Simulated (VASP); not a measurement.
# AlN (P6_3mc) in VASP: further runs

Runs on AlN. Level: PBE. Tasks: single point, relaxation of cell and atoms.

Everything below comes from runs of VASP 6.6.1. Logs are shortened: lines on timing, memory, paths and dates and some standing lists are left out, and cuts for length are marked.

## (1) The cell of the first run

Symmetry: P6_3mc, No. 186, hexagonal system. The conventional cell has a = 3.129 Å, b = 3.129 Å, c = 5.017 Å, α = 90.00°, β = 90.00°, γ = 120.00°. Within 2.5 Å of Al (site symmetry 3m) lie 4 N at 1.90 to 1.91 Å. N (site symmetry 3m) has 4 Al at 1.90 to 1.91 Å within 2.5 Å.

## (2) Single point, PBE

INCAR

```
PREC = Accurate ; ENCUT = 520
EDIFF = 1E-6 ; ISMEAR = 0
SIGMA = 0.1 ; LREAL = F
LASPH = T ; NELM = 60
ALGO = Normal ; ISIF = 2
LWAVE = F ; LCHARG = F
GGA = PE ; NBANDS = 16
```

KPOINTS

```
Automatic mesh
0
Gamma
  6 6 4
```

POSCAR

```
AlN
1.0
    3.1285881400      0.0000000000      0.0000000000
   -1.5642940700      2.7094368000      0.0000000000
    0.0000000000      0.0000000000      5.0169550000
Al N
2 2
Direct
    0.6666666700      0.3333333300      0.4992870000
    0.3333333300      0.6666666700      0.9992870000
    0.6666666700      0.3333333300      0.8807130000
    0.3333333300      0.6666666700      0.3807130000
```

Potentials or basis: VASP PAW PBE potentials, release 64 (Al, N).

On the command line:

```console
cat potpaw_PBE.64/Al/POTCAR potpaw_PBE.64/N/POTCAR > POTCAR
mpirun -np 1 vasp_std > vasp.out
```

OUTCAR:

```text
PREC = Accurate
   ENCUT = 520
   EDIFF = 1E-6
   ISMEAR = 0
   LREAL = F
   LASPH = T
   NELM = 60
   ISIF = 2
   GGA = PE

 ion  position               nearest neighbor table
   1  0.667  0.333  0.499-   4 1.90   4 1.90   4 1.90   3 1.91   2 3.09   2 3.09   2 3.09   2 3.09
                             2 3.09   2 3.09
   2  0.333  0.667  0.999-   3 1.90   3 1.90   3 1.90   4 1.91   1 3.09   1 3.09   1 3.09   1 3.09
                             1 3.09   1 3.09
   3  0.667  0.333  0.881-   2 1.90   2 1.90   2 1.90   1 1.91
   4  0.333  0.667  0.381-   1 1.90   1 1.90   1 1.90   2 1.91

  LATTYP: Found a hexagonal cell.
 ALAT       =     3.1285881400
 C/A-ratio  =     1.6035843567

  Lattice vectors:

 A1 = (   3.1285881400,   0.0000000000,   0.0000000000)
 A2 = (  -1.5642940700,   2.7094368000,   0.0000000000)
 A3 = (   0.0000000000,   0.0000000000,   5.0169550000)

Analysis of symmetry for initial positions (statically):
=====================================================================
 Subroutine PRICEL returns:
 Original cell was already a primitive cell.

 Routine SETGRP: Setting up the symmetry group for a
 hexagonal supercell.

 Subroutine GETGRP returns: Found 12 space group operations
 (whereof  6 operations were pure point group operations)
 out of a pool of 24 trial point group operations.

The static configuration has the point symmetry C_3v.
 The point group associated with its full space group is C_6v.

Analysis of symmetry for dynamics (positions and initial velocities):
=====================================================================
 Subroutine PRICEL returns:
 Original cell was already a primitive cell.

 Routine SETGRP: Setting up the symmetry group for a
 hexagonal supercell.

 Subroutine GETGRP returns: Found 12 space group operations
 (whereof  6 operations were pure point group operations)
 out of a pool of 24 trial point group operations.

The dynamic configuration has the point symmetry C_3v.
 The point group associated with its full space group is C_6v.

 Subroutine INISYM returns: Found 12 space group operations
 (whereof  6 operations are pure point group operations),
 and found     1 'primitive' translations

----------------------------------------------------------------------------------------

                                     Primitive cell

  volume of cell :      42.5273

  direct lattice vectors                    reciprocal lattice vectors
     3.128588140  0.000000000  0.000000000     0.319632996  0.184540197  0.000000000
    -1.564294070  2.709436800  0.000000000     0.000000000  0.369080393  0.000000000
     0.000000000  0.000000000  5.016955000     0.000000000  0.000000000  0.199324092

  length of vectors
     3.128588140  3.128588134  5.016955000     0.369080393  0.369080393  0.199324092

  position of ions in fractional coordinates (direct lattice)
     0.666666670  0.333333330  0.499287000
     0.333333330  0.666666670  0.999287000
     0.666666670  0.333333330  0.880713000
     0.333333330  0.666666670  0.380713000

  ion indices of the primitive-cell ions
   primitive index   ion index
                 1           1
                 2           2
                 3           3
                 4           4

----------------------------------------------------------------------------------------

 KPOINTS: Automatic mesh

Automatic generation of k-mesh.
 Grid dimensions read from file:
 generate k-points for:    6    6    4

 Generating k-lattice:

  Cartesian coordinates                     Fractional coordinates (reciprocal lattice)
     0.053272166  0.030756699  0.000000000     0.166666667  0.000000000  0.000000000
     0.000000000  0.061513399  0.000000000     0.000000000  0.166666667  0.000000000
     0.000000000  0.000000000  0.049831023     0.000000000  0.000000000  0.250000000

  Length of vectors
     0.061513399  0.061513399  0.049831023

  Shift w.r.t. Gamma in fractional coordinates (k-lattice)
     0.000000000  0.000000000  0.000000000

 Subroutine IBZKPT returns following result:
 ===========================================

 Found     21 irreducible k-points:

 Following reciprocal coordinates:
            Coordinates               Weight
  0.000000  0.000000  0.000000      1.000000
  0.166667 -0.000000  0.000000      6.000000
  0.333333  0.000000  0.000000      6.000000
  0.500000  0.000000  0.000000      3.000000
  0.166667  0.166667  0.000000      6.000000
  0.333333  0.166667  0.000000     12.000000
[... 13 lines left out ...]
  0.333333  0.166667  0.500000     12.000000
  0.333333  0.333333  0.500000      2.000000
   k-points           NKPTS =     21   k-points in BZ     NKDIM =     21   number of bands    NBANDS=     16
   number of dos      NEDOS =    301   number of ions     NIONS =      4
   total plane-waves  NPLWV =  23040
   dimension x,y,z NGX =    24 NGY =   24 NGZ =   40
   dimension x,y,z NGXF=    48 NGYF=   48 NGZF=   80
   ions per type =               2   2
   NGX,Y,Z   is equivalent  to a cutoff of  12.75, 12.75, 13.25 a.u.
   NGXF,Y,Z  is equivalent  to a cutoff of  25.51, 25.51, 26.51 a.u.
 SYSTEM =  unknown system
   PREC   = accura    normal or accurate (medium, high low for compatibility)
   ISTART =      0    job   : 0-new  1-cont  2-samecut
   ICHARG =      2    charge: 1-file 2-atom 10-const
   ISPIN  =      1    spin polarized calculation?
   LNONCOLLINEAR =      F non collinear calculations
   LSORBIT =      F    spin-orbit coupling
   LASPH  =      T    aspherical Exc in radial PAW
   ENCUT  =  520.0 eV  38.22 Ry    6.18 a.u.   5.82  5.82  9.33*2*pi/ulx,y,z
   NELM   =     60;   NELMIN=  2; NELMDL= -5     # of ELM steps
   EDIFF  = 0.1E-05   stopping-criterion for ELM
   LREAL  =      F    real-space projection
   EDIFFG = 0.1E-04   stopping-criterion for IOM
   NSW    =      0    number of steps for IOM
   IBRION =     -1    ionic relax: 0-MD 1-quasi-New 2-CG
   NFREE  =      0    steps in history (QN), initial steepest desc. (CG)
   ISIF   =      2    stress and relaxation
   ISYM   =      2    0-nonsym 1-usesym 2-fastsym
   POTIM  = 0.5000    time-step for ionic-motion
   TEBEG  =    0.0;   TEEND  =   0.0 temperature during run
   PSTRESS=    0.0 pullay stress
   NELECT =      16.0000    total number of electrons
   NUPDOWN=      -1.0000    fix difference up-down
   EMIN   =  10.00;   EMAX   =-10.00  energy-range for DOS
   EFERMI =   0.00;   METHOD = LEGACY
   ISMEAR =     0;   SIGMA  =   0.10  broadening in eV -4-tet -1-fermi 0-gaus
   EFERMI_NEDOS =   21; number of points for ismear=-14 and -15
   IALGO  =     38    algorithm
   IMIX   =      4    mixing-type and parameters
     AMIX     =   0.40;   BMIX     =  1.00
     AMIX_MAG =   1.60;   BMIX_MAG =  1.00
  volume/ion in A,a.u.               =      10.63        71.75
  Fermi-wavevector in a.u.,A,eV,Ry     =   1.181841  2.233355 19.003903  1.396747
  Thomas-Fermi vector in A             =   2.318106
   LORBIT       =      0    0 simple, 1 ext, 2 COOP (PROOUT), +10 PAW based schemes
   GGA     = PE    functional components
   LHFCALC =     F    Hartree Fock is set to
   AEXX    =    0.0000 exact exchange contribution
   IVDW    =     0    specifies the selected vdW correction
   LEPSILON=     F    determine dielectric tensor
   LRPA    =     F    only Hartree local field effects (RPA)
 non-spin polarized calculation
 Gauss-broadening in eV      SIGMA  =   0.10
  energy-cutoff  :      520.00
  volume of cell :       42.53
 maximum number of plane-waves:      1170
 NGX is ok and might be reduce to    24
   NGX = 11   NGY = 11   NGZ = 19

 number of electron      15.9999998 magnetization

 Free energy of the ion-electron system (eV)
  ---------------------------------------------------
  ext. energy  EPLUGINS =         0.00000000
  ---------------------------------------------------
  free energy    TOTEN  =       -29.77915593 eV

  energy without entropy =      -29.77915593  energy(sigma->0) =      -29.77915593

 E-fermi :   6.3768     XC(G=0): -10.8321

 val. band max:        5.9740745760   @ k =   0.0000   0.0000   0.0000
 cond. band min:      10.0304734539   @ k =   0.0000   0.0000   0.0000
 fundamental gap:      4.0563988780
 Fermi energy:         6.3767643565

 k-point     1 :       0.0000    0.0000    0.0000
  band No.  band energies     occupation
      1      -9.0981      2.00000
      2      -7.0127      2.00000
      3       0.0640      2.00000
      4       5.1330      2.00000
      5       5.1330      2.00000
      6       5.7751      2.00000
[... 8 lines left out ...]
     15      18.9560      0.00000
     16      18.9560      0.00000

 k-point     2 :       0.1667   -0.0000    0.0000
  band No.  band energies     occupation
      1      -8.7586      2.00000
      2      -6.8290      2.00000
      3       0.4745      2.00000
      4       3.7279      2.00000
      5       4.4875      2.00000
      6       4.7476      2.00000
[... 8 lines left out ...]
     15      18.2127      0.00000
     16      18.6692      0.00000

 k-point     3 :       0.3333    0.0000    0.0000
  band No.  band energies     occupation
      1      -7.8840      2.00000
      2      -6.5028      2.00000
      3       1.5182      2.00000
      4       1.6234      2.00000
      5       2.6837      2.00000
      6       4.1657      2.00000
[... 8 lines left out ...]
     15      17.8851      0.00000
     16      20.2075      0.00000

 k-point     4 :       0.5000    0.0000    0.0000
  band No.  band energies     occupation
      1      -7.1806      2.00000
      2      -6.5049      2.00000
      3       0.5970      2.00000
      4       1.8518      2.00000
      5       2.6787      2.00000
      6       3.9229      2.00000
[... 8 lines left out ...]
     15      18.6660      0.00000
     16      20.8871      0.00000
[... 267 lines left out ...]
 k-point    19 :       0.1667    0.1667    0.5000
  band No.  band energies     occupation
      1      -7.4429      2.00000
      2      -7.4429      2.00000
      3       1.8088      2.00000
      4       1.8088      2.00000
      5       4.1774      2.00000
      6       4.1774      2.00000
[... 8 lines left out ...]
     15      18.7731      0.00000
     16      18.7731      0.00000

 k-point    20 :       0.3333    0.1667    0.5000
  band No.  band energies     occupation
      1      -6.8376      2.00000
      2      -6.8376      2.00000
      3       0.8864      2.00000
      4       0.8864      2.00000
      5       3.3951      2.00000
      6       3.3951      2.00000
[... 8 lines left out ...]
     15      19.2780      0.00000
     16      19.2780      0.00000

 k-point    21 :       0.3333    0.3333    0.5000
  band No.  band energies     occupation
      1      -6.6193      2.00000
      2      -6.6193      2.00000
      3       1.1960      2.00000
      4       1.1960      2.00000
      5       2.1858      2.00000
      6       2.1858      2.00000
[... 8 lines left out ...]
     15      19.6984      0.00000
     16      19.6984      0.00000

------------------------ aborting loop because EDIFF is reached ----------------------------------------

  FORCE on cell =-STRESS in cart. coord.  units (eV):
  Direction    XX          YY          ZZ          XY          YZ          ZX
  --------------------------------------------------------------------------------------
  -------------------------------------------------------------------------------------
  Total        0.0002242      0.0002242     -0.0087177      0.0000000     -0.0000000     -0.0000000
  in kB        0.0084469      0.0084469     -0.3284318      0.0000000     -0.0000000     -0.0000000
  external PRESSURE =      -0.1038460 kB  Pullay stress =       0.0000000 kB

 VOLUME and BASIS-vectors are now :
 -----------------------------------------------------------------------------
  energy-cutoff  :      520.00
  volume of cell :       42.53
      direct lattice vectors                 reciprocal lattice vectors
     3.128588140  0.000000000  0.000000000     0.319632996  0.184540197  0.000000000
    -1.564294070  2.709436800  0.000000000     0.000000000  0.369080393  0.000000000
     0.000000000  0.000000000  5.016955000     0.000000000  0.000000000  0.199324092

 POSITION                                       TOTAL-FORCE (eV/Angst)
 -----------------------------------------------------------------------------------
      1.56429      0.90315      2.50490        -0.000000      0.000000     -0.004361
     -0.00000      1.80629      5.01338         0.000000     -0.000000     -0.004361
      1.56429      0.90315      4.41850         0.000000     -0.000000      0.004361
     -0.00000      1.80629      1.91002        -0.000000      0.000000      0.004361
 -----------------------------------------------------------------------------------
    total drift:                               -0.000009      0.000005      0.000526

  FREE ENERGIE OF THE ION-ELECTRON SYSTEM (eV)
  ---------------------------------------------------
  free  energy   TOTEN  =       -29.7791559314 eV

  energy  without entropy=      -29.7791559314  energy(sigma->0) =      -29.77915593
```

Run time: 5.1 s. Hardware: 1 thread of Intel Xeon 6975P-C (Granite Rapids), shared host; peak memory 0.15 GiB.

Results:

* Free energy: -29.7792 eV
* Pressure: 0.0 GPa
* Largest force: 0.004 eV/Å
* Band gap on the k mesh: 4.06 eV, direct

Forces on the atoms (eV/Å):
```
Al   0.000  0.000 -0.004
Al   0.000  0.000 -0.004
N    0.000  0.000  0.004
N    0.000  0.000  0.004
```

## (3) Single point, PBE

INCAR

```
SYSTEM = AlN
PREC = Accurate
ENCUT = 520
EDIFF = 1E-7
ISMEAR = 0
SIGMA = 0.02
LREAL = .FALSE.
LASPH = .TRUE.
NELM = 60
ALGO = Normal
ISIF = 2
LWAVE = .FALSE.
LCHARG = .TRUE.
GGA = PE
LELF = .TRUE.
LVHAR = .TRUE.
NBANDS = 16
```

KPOINTS

```
Automatic mesh
0
G
  12 12 6
  0 0 0
```

POSCAR

```
AlN
1.0
    3.1302084195      0.0000000000      0.0000000000
   -1.5651042098      2.7108400104      0.0000000000
    0.0000000000      0.0000000000      5.0180433204
Al N
2 2
Direct
    0.6666666667      0.3333333333      0.4992342259
    0.3333333333      0.6666666667      0.9992342259
    0.6666666667      0.3333333333      0.8807657741
    0.3333333333      0.6666666667      0.3807657741
```

Potentials or basis: VASP PAW PBE potentials, release 64 (Al, N).

On the command line:

```console
cat potpaw_PBE.64/Al/POTCAR potpaw_PBE.64/N/POTCAR > POTCAR
mpirun -np 1 vasp_std > vasp.out
```

It took 16 s on 1 thread of Intel Xeon 6975P-C (Granite Rapids), shared host; peak memory 0.18 GiB.

The run converged. Its results:

* Free energy: -29.7805 eV
* Pressure: -0.3 GPa
* Band gap on the k mesh: 4.04 eV, direct

Levels at points of the mesh, in eV from the valence-band top:
```
           k point  band 4  band 5  band 6  band 7  band 8  band 9  band 10  band 11  band 12  band 13
(0.00, 0.00, 0.00)   -0.85   -0.85   -0.20   -0.20    0.00    4.04     6.51    10.46    11.03    11.03
(0.50, 0.00, 0.00)   -4.12   -3.29   -2.05   -1.74   -0.68    5.76     5.76     8.02    10.14    10.81
(0.00, 0.00, 0.50)   -3.30   -0.53   -0.53   -0.53   -0.53    6.31     6.31    10.16    10.16    11.34
(0.50, 0.00, 0.50)   -5.52   -1.44   -1.44   -1.35   -1.35    5.25     5.25     9.14     9.14    11.60
```

A k mesh can miss the band edges.

(Continued in part 2 of 2.)
